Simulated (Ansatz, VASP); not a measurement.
OF3: VASP beside Ansatz

INCAR

```
SYSTEM = OF3
PREC     = Accurate       ! precision mode
ENCUT    = 520            ! plane-wave cutoff, eV
EDIFF    = 1E-6           ! SCF threshold, eV
ISMEAR   = 0              ! smearing method
SIGMA    = 0.1            ! smearing width, eV
LREAL    = .FALSE.        ! projectors in reciprocal space
LASPH    = .TRUE.         ! aspherical terms in the spheres
NELM     = 150            ! most SCF steps
ALGO     = Normal         ! electronic algorithm
ISIF     = 2              ! what is computed and relaxed
LWAVE    = .FALSE.        ! write WAVECAR
LCHARG   = .TRUE.         ! write CHGCAR
ISPIN    = 2              ! spin polarisation
MAGMOM   = 1 1 1 1        ! initial moments
LORBIT   = 11             ! projections on sites
GGA      = PE             ! functional
IVDW     = 12             ! dispersion correction
LELF     = .TRUE.         ! ELF
LVHAR    = .TRUE.       
NBANDS   = 26             ! bands
```

KPOINTS

```
regular mesh
0
G
  6 6 6
  0 0 0
```

File POSCAR:

```
OF3
1.0
   -2.3787732100      2.3787732100      2.3787732100
    2.3787732100     -2.3787732100      2.3787732100
    2.3787732100      2.3787732100     -2.3787732100
O F
1 3
Direct
    0.0000000000      0.0000000000      0.0000000000
    0.0000000000      0.5000000000      0.5000000000
    0.5000000000      0.0000000000      0.5000000000
    0.5000000000      0.5000000000      0.0000000000
```

Input for Ansatz:

```yaml
crystal:
  lattice:
    - [-2.37877321, 2.37877321, 2.37877321]
    - [2.37877321, -2.37877321, 2.37877321]
    - [2.37877321, 2.37877321, -2.37877321]
  atoms:
    - { symbol: O, position: [0.0, 0.0, 0.0], spin: 1.0 }
    - { symbol: F, position: [0.0, 0.5, 0.5], spin: 1.0 }
    - { symbol: F, position: [0.5, 0.0, 0.5], spin: 1.0 }
    - { symbol: F, position: [0.5, 0.5, 0.0], spin: 1.0 }
basis:
  ecutwfc: 420
kpoints:
  mp_grid: { grid: [6, 6, 6] }
hamiltonian:
  xc: pbe
  dispersion: d3bj
scf:
  occupations: { method: gaussian, width: 0.1 }
  lower_state_search: "off"
output:
  forces: true
  stress: true
  eigenvalues: true
  populations: true
magnetization:
  spin_polarized: true
```

Alike in both runs: task single point; functional PBE; dispersion D3(BJ); k mesh 6 × 6 × 6; occupations gaussian, width 0.1 eV; collinear spin.

|  | VASP | Ansatz |
| --- | --- | --- |
| version | VASP 6.6.1 | Ansatz 0.2.0 |
| potentials or method | VASP PAW PBE potentials, release 64 (O, F), cutoff 520 eV | scalar-relativistic, plane waves, PAW |
| valence electrons in the cell | 27 | 27 |

Ansatz gave:

* gap on the k mesh at the Fermi level (eV): none
* pressure (GPa): -4.8
* net moment per atom (μB): 1.25
* size of the moment on the site where the two differ most (μB): 2.20

Q: Which values does VASP return?

A: gap on the k mesh at the Fermi level (eV): none; pressure (GPa): -5.3; net moment per atom (μB): 1.25; size of the moment on the site where the two differ most (μB): 1.94.

Site moments also hang on the region over which each program counts them. A gap of «none» marks a metal or a gap that the smearing closes.
